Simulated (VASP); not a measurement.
Input of a VASP 6.6.1 run:

INCAR

```
SYSTEM = MgS
  ALGO = Normal
  EDIFF = 1E-8
  ENCUT = 600
  GGA = CA
  IBRION = 6
  ISIF = 3
  ISMEAR = 0
  LASPH = .TRUE.
  LCHARG = .FALSE.
  LREAL = .FALSE.
  LWAVE = .FALSE.
  NBANDS = 11
  NELM = 80
  NFREE = 2
  NSW = 1
  POTIM = 0.015
  PREC = Accurate
  SIGMA = 0.01
```

KPOINTS

```
k-points
0
G
  8 8 8
  0 0 0
```

Contents of POSCAR:

```
MgS
1.0
    2.5641824302      2.5641824302      0.0000000000
   -2.5641824302      2.5641824302      0.0000000000
    0.0000000000      2.5641824302      2.5641824302
Mg S
1 1
Direct
    0.0000000000      0.0000000000      0.0000000000
    0.5000000000      0.5000000000      0.0000000000
```

Potentials or basis: VASP PAW LDA potentials, release 64 (Mg, S).

Command:

```sh
$ cat potpaw_LDA.64/Mg/POTCAR potpaw_LDA.64/S/POTCAR > POTCAR
$ mpirun -np 1 vasp_std > vasp.out
```

Question: Estimate the elastic constants C11, C12, C44.

Answer: 165, 43, 57 GPa.

Question: What does it give for the Voigt bulk modulus?

Answer: 84 GPa.

Question: What does it give for the highest phonon frequency at Γ, LO-TO splitting left out?

Answer: 253 cm⁻¹.

Phonon frequencies in cm⁻¹ (negative: imaginary):
```tsv
q point	frequencies
(0.000, 0.000, 0.000)	0 0 0 253 253 253
```
